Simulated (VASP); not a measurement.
Ga3As3N2: single point with PBE+D3(BJ)

System: Ga3As3N2, a slab with vacuum.

```
Ga As N
1.0
     4.01370    0.00000    0.00000
     0.00000    5.67623    0.00000
     0.00000    0.00000   22.88527
Ga As N
3 3 2
Direct
  0.50000 0.50000 0.17478
  0.00000 0.06538 0.27327
  0.50000 0.48946 0.32920
  0.00000 0.25000 0.17478
  0.50000 0.81022 0.25542
  0.00000 0.28876 0.36640
  0.25000 0.78876 0.51497
  0.25000 0.78876 0.56304
```

```json
{"Program": "VASP 6.6.1", "Task": "single point", "Functional": "PBE", "Dispersion": "D3(BJ)", "Potentials or basis": "VASP PAW PBE potentials, release 64 (Ga_d, As, N)", "Cutoff": "520 eV", "k mesh": "7 × 5 × 1", "Occupations": "gaussian, width 0.05 eV", "Spin": "no spin polarisation", "Dipole correction": "yes", "Further INCAR settings": "ALGO = Normal; EDIFF = 1e-07; NBANDS = 42"}
```

```
Largest force              : 2.143 eV/Å
Band gap on the k mesh     : 0.40 eV (least direct gap 0.75 eV)
Dispersion energy per atom : -0.156 eV
```

Forces on the atoms (eV/Å):
```
Ga   0.000 -0.309  1.033
Ga  -0.001 -0.010  0.019
Ga  -0.001  0.011  0.018
As   0.000  0.316 -1.061
As   0.000  0.009 -0.014
As  -0.001 -0.011  0.049
N    0.006 -0.010 -2.143
N   -0.004  0.006  2.100
```

Levels at points of the mesh, in eV from the valence-band top:
```csv
k point,band 29,band 30,band 31,band 32,band 33,band 34,band 35,band 36
"(0.00, 0.00, 0.00)",-1.32,-0.89,-0.85,0.00,0.75,1.61,2.31,2.72
```

Run time: 6.8 min on 1 thread of Intel(R) Xeon(R) 6975P-C (Granite Rapids), with other jobs on the host, peak memory 0.69 GiB.

Caveat: the standard files for N, O and F lose accuracy on very short bonds.
